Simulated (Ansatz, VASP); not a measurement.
**One calculation of Te, two programs**

The input INCAR:

```
ALGO = Normal
EDIFF = 1E-6
ENCUT = 520
GGA = PS
ISIF = 2
ISMEAR = -1
LASPH = T
LCHARG = F
LREAL = F
LWAVE = F
NBANDS = 16
NELM = 100
PREC = Accurate
SIGMA = 0.03
```

File KPOINTS:

```
k-points
0
Gamma
  4 4 3
```

File POSCAR:

```
Te
1.0
    3.8202894285     -2.1482026000      0.0000000000
    3.8202894285      2.1482026000      0.0000000000
   -0.0942908673      0.0000000000      5.9760906531
Te
3
Direct
    0.0000000000      0.0000000000      0.0000000000
    0.3094466100      0.3094466100      0.3388094900
    0.6905533900      0.6905533900      0.6611905100
```

Contents of input.yaml:

```yaml
crystal:
  lattice:
    - [3.8202894285, -2.1482026, 0.0]
    - [3.8202894285, 2.1482026, 0.0]
    - [-0.0942908673, 0.0, 5.9760906531]
  atoms:
    - { symbol: Te, position: [0.0, 0.0, 0.0] }
    - { symbol: Te, position: [0.30944661, 0.30944661, 0.33880949] }
    - { symbol: Te, position: [0.69055339, 0.69055339, 0.66119051] }
kpoints:
  mp_grid: { grid: [4, 4, 3] }
scf:
  occupations: { method: fermi_dirac, width: 0.03 }
hamiltonian:
  xc: pbesol
  pseudopotentials: { kind: all_electron, lapw: { basis_error: 0.002 } }
output:
  forces: true
  stress: true
  eigenvalues: true
```

Alike in both runs: task single point; functional PBEsol; k mesh 4 × 4 × 3; occupations fermi-dirac, width 0.03 eV; no spin polarisation.

|  | VASP | Ansatz |
| --- | --- | --- |
| version | VASP 6.6.1 | Ansatz 0.2.0 |
| potentials or method | VASP PAW PBE potentials, release 64 (Te), cutoff 520 eV | all-electron LAPW, scalar-relativistic |

VASP gave:

```
gap on the k mesh at the Fermi level (eV)                     : 0.08
least direct gap on the mesh (eV)                             : 0.20
pressure (GPa)                                                : -1.6
traceless stress, the component that is largest in VASP (GPa) : -0.27
rms of the force components (eV/Å)                            : 0.036
```

Question: Which values does Ansatz return?

Answer: gap on the k mesh at the Fermi level (eV): 0.08; least direct gap on the mesh (eV): 0.19; pressure (GPa): -1.7; traceless stress, the component that is largest in VASP (GPa): -0.28; rms of the force components (eV/Å): 0.037.

VASP's potentials were made for PBE, not for PBEsol. Atom by atom the forces differ by 0.006 eV/Å (rms over components). Ansatz ran all-electron here, and VASP with PAW potentials.

Spin-orbit coupling is off throughout.
